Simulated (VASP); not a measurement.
# GdO (Pm-3m) in VASP: single point with PBE+U

Aim: the single point of GdO with PBE+U.

Everything below comes from runs of VASP 6.6.1. Logs are shortened: lines on timing, memory, paths and dates and some standing lists are left out, and cuts for length are marked.

## Step 1: The cell of the first run

It takes space group Pm-3m (No. 221, cubic). Conventional cell: a = 3.033 Å, b = 3.033 Å, c = 3.033 Å, α = 90.00°, β = 90.00°, γ = 90.00°. Within 3.5 Å of Gd (site symmetry m-3m) lie 8 O at 2.63 Å and 6 Gd at 3.03 Å. Within 3.5 Å of O (site symmetry m-3m) lie 8 Gd at 2.63 Å and 6 O at 3.03 Å.

## Step 2: Single point, PBE+U

Input file INCAR:

```
PREC     = Accurate       # precision mode
ENCUT    = 520            # plane-wave cutoff, eV
EDIFF    = 1E-6           # SCF threshold, eV
ISMEAR   = 0              # smearing method
SIGMA    = 0.05           # smearing width, eV
LREAL    = False          # projectors in reciprocal space
LASPH    = True           # aspherical terms in the spheres
NELM     = 150            # most SCF steps
ALGO     = Normal         # electronic algorithm
ISIF     = 2              # what is computed and relaxed
LWAVE    = False          # write WAVECAR
LCHARG   = False          # write CHGCAR
LMAXMIX  = 6              # l up to which the mixer works
LDAU     = True           # DFT+U
LDAUTYPE = 2            
LDAUL    = 3 -1           # shell
LDAUU    = 6 0            # U, eV
LDAUJ    = 0 0          
LDAUPRINT= 1            
GGA      = PE             # functional
NBANDS   = 19             # bands
```

Input file KPOINTS:

```
Automatic mesh
0
Gamma
  10 10 10
```

Input file POSCAR:

```
GdO
1.0
    3.0325203067      0.0000000000      0.0000000000
    0.0000000000      3.0325203067      0.0000000000
    0.0000000000      0.0000000000      3.0325203067
Gd O
1 1
Direct
    0.0000000000      0.0000000000      0.0000000000
    0.5000000000      0.5000000000      0.5000000000
```

Potentials or basis: VASP PAW PBE potentials, release 64 (Gd, O).

Started as:

```sh
cat potpaw_PBE.64/Gd/POTCAR potpaw_PBE.64/O/POTCAR > POTCAR
mpirun -np 1 vasp_std > vasp.out
```

OUTCAR:

```text
PREC = Accurate
   ENCUT = 520
   EDIFF = 1E-6
   ISMEAR = 0
   LREAL = False
   LASPH = True
   NELM = 150
   ISIF = 2
   GGA = PE

 ion  position               nearest neighbor table
   1  0.000  0.000  0.000-   2 2.63   2 2.63   2 2.63   2 2.63   2 2.63   2 2.63   2 2.63   2 2.63

   2  0.500  0.500  0.500-   1 2.63   1 2.63   1 2.63   1 2.63   1 2.63   1 2.63   1 2.63   1 2.63

  LATTYP: Found a simple cubic cell.
 ALAT       =     3.0325203067

  Lattice vectors:

 A1 = (   3.0325203067,   0.0000000000,   0.0000000000)
 A2 = (   0.0000000000,   3.0325203067,   0.0000000000)
 A3 = (   0.0000000000,   0.0000000000,   3.0325203067)

Analysis of symmetry for initial positions (statically):
=====================================================================
 Subroutine PRICEL returns:
 Original cell was already a primitive cell.

 Routine SETGRP: Setting up the symmetry group for a
 simple cubic supercell.

 Subroutine GETGRP returns: Found 48 space group operations
 (whereof 48 operations were pure point group operations)
 out of a pool of 48 trial point group operations.

The static configuration has the point symmetry O_h .

Analysis of symmetry for dynamics (positions and initial velocities):
=====================================================================
 Subroutine PRICEL returns:
 Original cell was already a primitive cell.

 Routine SETGRP: Setting up the symmetry group for a
 simple cubic supercell.

 Subroutine GETGRP returns: Found 48 space group operations
 (whereof 48 operations were pure point group operations)
 out of a pool of 48 trial point group operations.

The dynamic configuration has the point symmetry O_h .

 Subroutine INISYM returns: Found 48 space group operations
 (whereof 48 operations are pure point group operations),
 and found     1 'primitive' translations

----------------------------------------------------------------------------------------

                                     Primitive cell

  volume of cell :      27.8876

  direct lattice vectors                    reciprocal lattice vectors
     3.032520307  0.000000000  0.000000000     0.329758715  0.000000000  0.000000000
     0.000000000  3.032520307  0.000000000     0.000000000  0.329758715  0.000000000
     0.000000000  0.000000000  3.032520307     0.000000000  0.000000000  0.329758715

  length of vectors
     3.032520307  3.032520307  3.032520307     0.329758715  0.329758715  0.329758715

  position of ions in fractional coordinates (direct lattice)
     0.000000000  0.000000000  0.000000000
     0.500000000  0.500000000  0.500000000

  ion indices of the primitive-cell ions
   primitive index   ion index
                 1           1
                 2           2

----------------------------------------------------------------------------------------

 KPOINTS: Automatic mesh

Automatic generation of k-mesh.
 Grid dimensions read from file:
 generate k-points for:   10   10   10
[... 81 lines left out ...]
   IALGO  =     38    algorithm
   IMIX   =      4    mixing-type and parameters
     AMIX     =   0.40;   BMIX     =  1.00
     AMIX_MAG =   1.60;   BMIX_MAG =  1.00
  volume/ion in A,a.u.               =      13.94        94.10
  Fermi-wavevector in a.u.,A,eV,Ry     =   1.557190  2.942662 32.991949  2.424840
  Thomas-Fermi vector in A             =   2.660876
   LORBIT       =      0    0 simple, 1 ext, 2 COOP (PROOUT), +10 PAW based schemes
 LDA+U is selected, type is set to LDAUTYPE =  2
   angular momentum for each species LDAUL =     3   -1
   U (eV)           for each species LDAUU =   6.0  0.0
   J (eV)           for each species LDAUJ =   0.0  0.0
   GGA     = PE    functional components
   LHFCALC =     F    Hartree Fock is set to
   AEXX    =    0.0000 exact exchange contribution
   IVDW    =     0    specifies the selected vdW correction
   LEPSILON=     F    determine dielectric tensor
   LRPA    =     F    only Hartree local field effects (RPA)
 non-spin polarized calculation
 Gauss-broadening in eV      SIGMA  =   0.05
  energy-cutoff  :      520.00
  volume of cell :       27.89
 maximum number of plane-waves:       772
 NGX is ok and might be reduce to    24
   NGX = 11   NGY = 11   NGZ = 11

atom =   1  type =  1  l = 3

 onsite density matrix

spin component  1

  0.7041  0.0000  0.3529 -0.0000 -0.0000 -0.0000  0.0000
  0.0000  0.0150 -0.0000  0.0000  0.0000  0.0000 -0.0000
  0.3529 -0.0000  0.5219  0.0000  0.0000 -0.0000  0.0000
 -0.0000  0.0000  0.0000  0.9775 -0.0000 -0.0000  0.0000
 -0.0000  0.0000  0.0000 -0.0000  0.5219 -0.0000 -0.3529
 -0.0000  0.0000 -0.0000 -0.0000 -0.0000  0.2486  0.0000
  0.0000 -0.0000  0.0000  0.0000 -0.3529  0.0000  0.7041

spin component  2

  0.7041  0.0000  0.3529 -0.0000 -0.0000 -0.0000  0.0000
  0.0000  0.0150 -0.0000  0.0000  0.0000  0.0000 -0.0000
  0.3529 -0.0000  0.5219  0.0000  0.0000 -0.0000  0.0000
 -0.0000  0.0000  0.0000  0.9775 -0.0000 -0.0000  0.0000
 -0.0000  0.0000  0.0000 -0.0000  0.5219 -0.0000 -0.3529
 -0.0000  0.0000 -0.0000 -0.0000 -0.0000  0.2486  0.0000
  0.0000 -0.0000  0.0000  0.0000 -0.3529  0.0000  0.7041

 occupancies and eigenvectors

  o =  0.0150  v =  0.0000  0.0000  0.0000  0.0000  0.0000  0.0000  0.0000  0.0000 -1.0000 -0.0000 -0.0000  0.0000 -0.0000  0.0000      0.0000  0.0000  0.0000  0.0000  0.0000  0.0000  0.0000  0.0000  0.0000  0.0000  0.0000  0.0000  0.0000  0.0000
  o =  0.0150  v =  0.0000 -1.0000  0.0000  0.0000 -0.0000 -0.0000 -0.0000  0.0000  0.0000  0.0000  0.0000  0.0000  0.0000  0.0000      0.0000  0.0000  0.0000  0.0000  0.0000  0.0000  0.0000  0.0000  0.0000  0.0000  0.0000  0.0000  0.0000  0.0000
  o =  0.2486  v =  0.0000  0.0000  0.0000  0.0000  0.0000  0.0000  0.0000  0.0000  0.0000  0.0000 -0.0000 -0.0482 -0.9981 -0.0373      0.0000  0.0000  0.0000  0.0000  0.0000  0.0000  0.0000  0.0000  0.0000  0.0000  0.0000  0.0000  0.0000  0.0000
  o =  0.2486  v =  0.0000 -0.0000 -0.0000 -0.0000  0.0042 -1.0000  0.0032  0.0000  0.0000  0.0000  0.0000  0.0000  0.0000  0.0000      0.0000  0.0000  0.0000  0.0000  0.0000  0.0000  0.0000  0.0000  0.0000  0.0000  0.0000  0.0000  0.0000  0.0000
  o =  0.2486  v =  0.0000  0.0000  0.0000  0.0000  0.0000  0.0000  0.0000  0.0000  0.0000 -0.0000  0.0000  0.7891 -0.0609  0.6112      0.0000  0.0000  0.0000  0.0000  0.0000  0.0000  0.0000  0.0000  0.0000  0.0000  0.0000  0.0000  0.0000  0.0000
  o =  0.2486  v =  0.0000 -0.0000 -0.0000  0.0000  0.7906  0.0053  0.6124  0.0000  0.0000  0.0000  0.0000  0.0000  0.0000  0.0000      0.0000  0.0000  0.0000  0.0000  0.0000  0.0000  0.0000  0.0000  0.0000  0.0000  0.0000  0.0000  0.0000  0.0000
  o =  0.2486  v = -0.6124  0.0000  0.7906 -0.0000 -0.0000 -0.0000  0.0000  0.0000  0.0000  0.0000  0.0000  0.0000  0.0000  0.0000      0.0000  0.0000  0.0000  0.0000  0.0000  0.0000  0.0000  0.0000  0.0000  0.0000  0.0000  0.0000  0.0000  0.0000
  o =  0.2486  v =  0.0000  0.0000  0.0000  0.0000  0.0000  0.0000  0.0000 -0.6124  0.0000  0.7906 -0.0000 -0.0000 -0.0000  0.0000      0.0000  0.0000  0.0000  0.0000  0.0000  0.0000  0.0000  0.0000  0.0000  0.0000  0.0000  0.0000  0.0000  0.0000
  o =  0.9775  v =  0.0000  0.0000  0.0000  0.0000  0.0000  0.0000  0.0000  0.0000  0.0000  0.0000 -0.0020  0.6124 -0.0000 -0.7906      0.0000  0.0000  0.0000  0.0000  0.0000  0.0000  0.0000  0.0000  0.0000  0.0000  0.0000  0.0000  0.0000  0.0000
  o =  0.9775  v =  0.0000  0.0000  0.0000  0.0146  0.6123 -0.0000 -0.7905  0.0000  0.0000  0.0000  0.0000  0.0000  0.0000  0.0000      0.0000  0.0000  0.0000  0.0000  0.0000  0.0000  0.0000  0.0000  0.0000  0.0000  0.0000  0.0000  0.0000  0.0000
  o =  0.9775  v =  0.0000  0.0000  0.0000  0.0000  0.0000  0.0000  0.0000 -0.7906  0.0000 -0.6124  0.0000  0.0000  0.0000 -0.0000      0.0000  0.0000  0.0000  0.0000  0.0000  0.0000  0.0000  0.0000  0.0000  0.0000  0.0000  0.0000  0.0000  0.0000
  o =  0.9775  v = -0.7906  0.0000 -0.6124  0.0000  0.0000  0.0000 -0.0000  0.0000  0.0000  0.0000  0.0000  0.0000  0.0000  0.0000      0.0000  0.0000  0.0000  0.0000  0.0000  0.0000  0.0000  0.0000  0.0000  0.0000  0.0000  0.0000  0.0000  0.0000
  o =  0.9775  v =  0.0000  0.0000  0.0000  0.9999 -0.0089 -0.0000  0.0115  0.0000  0.0000  0.0000  0.0000  0.0000  0.0000  0.0000      0.0000  0.0000  0.0000  0.0000  0.0000  0.0000  0.0000  0.0000  0.0000  0.0000  0.0000  0.0000  0.0000  0.0000
  o =  0.9775  v =  0.0000  0.0000  0.0000  0.0000  0.0000  0.0000  0.0000  0.0000 -0.0000 -0.0000  1.0000  0.0012 -0.0000 -0.0016      0.0000  0.0000  0.0000  0.0000  0.0000  0.0000  0.0000  0.0000  0.0000  0.0000  0.0000  0.0000  0.0000  0.0000

 number of electron      23.9999977 magnetization

 Free energy of the ion-electron system (eV)
  ---------------------------------------------------
  ext. energy  EPLUGINS =         0.00000000
  ---------------------------------------------------
  free energy    TOTEN  =        -8.35530202 eV

  energy without entropy =       -8.33727503  energy(sigma->0) =       -8.34628852

 E-fermi :   6.4699     XC(G=0): -12.1560

 val. band max:        6.4689152395   @ k =   0.2000   0.1000   0.0000
 cond. band min:       6.4752645431   @ k =   0.5000   0.4000   0.0000
 fundamental gap:      0.0063493035
 Fermi energy:         6.4698842010

 k-point     1 :       0.0000    0.0000    0.0000
  band No.  band energies     occupation
      1     -37.2408      2.00000
      2     -14.4095      2.00000
      3     -14.4095      2.00000
      4     -14.4095      2.00000
      5     -13.3737      2.00000
      6       1.8996      2.00000
[... 505 lines left out ...]
      6       0.2635      2.00000
[... 11 lines left out ...]
     18      10.2633      0.00000
     19      12.0572      0.00000

 [... further k-points ...]

------------------------ aborting loop because EDIFF is reached ----------------------------------------

  FORCE on cell =-STRESS in cart. coord.  units (eV):
  Direction    XX          YY          ZZ          XY          YZ          ZX
  --------------------------------------------------------------------------------------
  -------------------------------------------------------------------------------------
  Total       -0.5816711     -0.5816711     -0.5816711     -0.0000000     -0.0000000      0.0000000
  in kB      -33.4177268    -33.4177268    -33.4177268     -0.0000000     -0.0000000      0.0000000
  external PRESSURE =     -33.4177268 kB  Pullay stress =       0.0000000 kB

 VOLUME and BASIS-vectors are now :
 -----------------------------------------------------------------------------
  energy-cutoff  :      520.00
  volume of cell :       27.89
      direct lattice vectors                 reciprocal lattice vectors
     3.032520307  0.000000000  0.000000000     0.329758715  0.000000000  0.000000000
     0.000000000  3.032520307  0.000000000     0.000000000  0.329758715  0.000000000
     0.000000000  0.000000000  3.032520307     0.000000000  0.000000000  0.329758715

 POSITION                                       TOTAL-FORCE (eV/Angst)
 -----------------------------------------------------------------------------------
      0.00000      0.00000      0.00000         0.000000      0.000000      0.000000
      1.51626      1.51626      1.51626         0.000000      0.000000      0.000000
 -----------------------------------------------------------------------------------
    total drift:                                0.000000      0.000000     -0.000000

  FREE ENERGIE OF THE ION-ELECTRON SYSTEM (eV)
  ---------------------------------------------------
  free  energy   TOTEN  =        -8.3553020171 eV

  energy  without entropy=       -8.3372750302  energy(sigma->0) =       -8.34628852
```

It took 31 s on 1 thread of Intel Xeon Platinum 8375C at 2.90GHz (Ice Lake), shared host; peak memory 0.17 GiB.

Results:

```
Free energy            : -8.3553 eV
Pressure               : -3.3 GPa
Band gap on the k mesh : zero (bands 12 and 13 overlap by 1.86 eV)
```

Levels at points of the mesh, in eV from the Fermi level:
| k point | band 8 | band 9 | band 10 | band 11 | band 12 | band 13 | band 14 | band 15 | band 16 | band 17 |
| --- | --- | --- | --- | --- | --- | --- | --- | --- | --- | --- |
| (0.00, 0.00, 0.00) | -4.57 | -2.99 | -2.99 | -2.99 | -1.64 | -1.64 | -0.05 | -0.05 | -0.05 | 0.75 |
| (0.50, 0.00, 0.00) | -4.71 | -3.95 | -3.60 | -3.60 | -0.43 | -0.35 | 0.11 | 0.11 | 0.67 | 3.63 |
| (0.50, 0.50, 0.00) | -4.07 | -3.77 | -3.77 | -3.50 | -0.09 | 0.12 | 0.12 | 0.27 | 0.51 | 0.92 |
| (0.50, 0.50, 0.50) | -7.26 | -3.81 | -3.81 | -3.81 | 0.23 | 0.23 | 0.23 | 0.65 | 4.61 | 4.61 |

Eigenvalues of the final occupation matrices:
```csv
site,spin,trace,eigenvalues
site 1 f,1,3.69,0.02 0.25 0.25 0.25 0.98 0.98 0.98
site 1 f,2,3.69,0.02 0.25 0.25 0.25 0.98 0.98 0.98
```

Caveat: the cell stands under tension; spin-orbit coupling is left out, which moves the levels of the heavy elements; the run has no spin polarisation, though such a crystal can be magnetic; U without spin polarisation on a metal has little footing. Spin polarisation is off, so any magnetic state and its effect on volume and gap are missing.
